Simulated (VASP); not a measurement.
A run of VASP 6.6.1:

The input INCAR:

```
SYSTEM = AlRu
PREC = Accurate
ENCUT = 520
EDIFF = 1E-8
ISMEAR = -1
SIGMA = 0.05
LREAL = .False.
LASPH = .True.
NELM = 80
ALGO = Normal
ISIF = 2
LWAVE = .False.
LCHARG = .False.
GGA = PE
IVDW = 12
LEFG = .True.
NBANDS = 16
```

KPOINTS

```
Automatic mesh
0
Gamma
  12 12 12
  0 0 0
```

File POSCAR:

```
AlRu
1.0
    2.9916000000      0.0000000000      0.0000000000
    0.0000000000      2.9916000000      0.0000000000
    0.0000000000      0.0000000000      2.9916000000
Al Ru
1 1
Direct
    0.0000000000      0.0000000000      0.0000000000
    0.5000000000      0.5000000000      0.5000000000
```

Potentials or basis: VASP PAW PBE potentials, release 64 (Al, Ru_pv).

The run is started by

```console
$ cat potpaw_PBE.64/Al/POTCAR potpaw_PBE.64/Ru_pv/POTCAR > POTCAR
$ mpirun -np 1 vasp_std > vasp.out
```

Hardware: 1 thread of Intel(R) Xeon(R) 6975P-C (Granite Rapids) (shared host).

Q: How long does it take, and how much memory?

A: Wall time 9.2 s on 1 thread of Intel(R) Xeon(R) 6975P-C (Granite Rapids), with other jobs on the host, peak memory 0.17 GiB. Counts: scf iterations 13, k points 84.
